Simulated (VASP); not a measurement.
Here is a VASP 6.6.1 calculation.

The input POSCAR:

```
BN
1.0
    2.5009322017      0.0000000000      0.0000000000
   -1.2504661009      2.1658708198      0.0000000000
    0.0000000000      0.0000000000      6.8740551044
B N
2 2
Direct
    0.3333333333      0.6666666667      0.2500000000
    0.6666666667      0.3333333333      0.7500000000
    0.3333333333      0.6666666667      0.7500000000
    0.6666666667      0.3333333333      0.2500000000
```

The input INCAR.step1:

```
SYSTEM = BN
PREC     = Accurate       ! precision mode
ENCUT    = 520            ! plane-wave cutoff, eV
ISMEAR   = 0              ! smearing method
SIGMA    = 0.02           ! smearing width, eV
LREAL    = .FALSE.        ! projectors in reciprocal space
LASPH    = .TRUE.         ! aspherical terms in the spheres
NELM     = 60             ! most SCF steps
NBANDS   = 16             ! bands
GGA      = PE             ! functional
ALGO     = Normal         ! electronic algorithm
EDIFF    = 1E-4           ! SCF threshold, eV
LWAVE    = .TRUE.         ! write WAVECAR
LCHARG   = .FALSE.        ! write CHGCAR
```

Contents of INCAR.step2:

```
SYSTEM = BN
PREC     = Accurate       ! precision mode
ENCUT    = 520            ! plane-wave cutoff, eV
EDIFF    = 1E-6           ! SCF threshold, eV
ISMEAR   = 0              ! smearing method
SIGMA    = 0.02           ! smearing width, eV
LREAL    = .FALSE.        ! projectors in reciprocal space
LASPH    = .TRUE.         ! aspherical terms in the spheres
NELM     = 60             ! most SCF steps
ALGO     = Normal         ! electronic algorithm
ISIF     = 2              ! what is computed and relaxed
LWAVE    = .FALSE.        ! write WAVECAR
LCHARG   = .FALSE.        ! write CHGCAR
METAGGA  = R2SCAN         ! meta-GGA
LMIXTAU  = .TRUE.       
NBANDS   = 16             ! bands
ISTART   = 1
```

Contents of KPOINTS:

```
Automatic mesh
0
G
  12 12 4
  0 0 0
```

Potentials or basis: VASP PAW PBE potentials, release 64 (B, N).

Run with:

```console
$ cat potpaw_PBE.64/B/POTCAR potpaw_PBE.64/N/POTCAR > POTCAR
$ cp INCAR.step1 INCAR
$ mpirun -np 1 vasp_std > vasp.out
$ cp INCAR.step2 INCAR
$ mpirun -np 1 vasp_std > vasp.out
```

(1) Estimate the band gap on the k mesh.

(2) What does it give for the pressure?

## Answers

(1) 4.93 eV, indirect (least direct gap 5.37 eV).

(2) 0.4 GPa.

Caveat: the PAW data sets were made with another functional, which shifts forces and pressure a little.
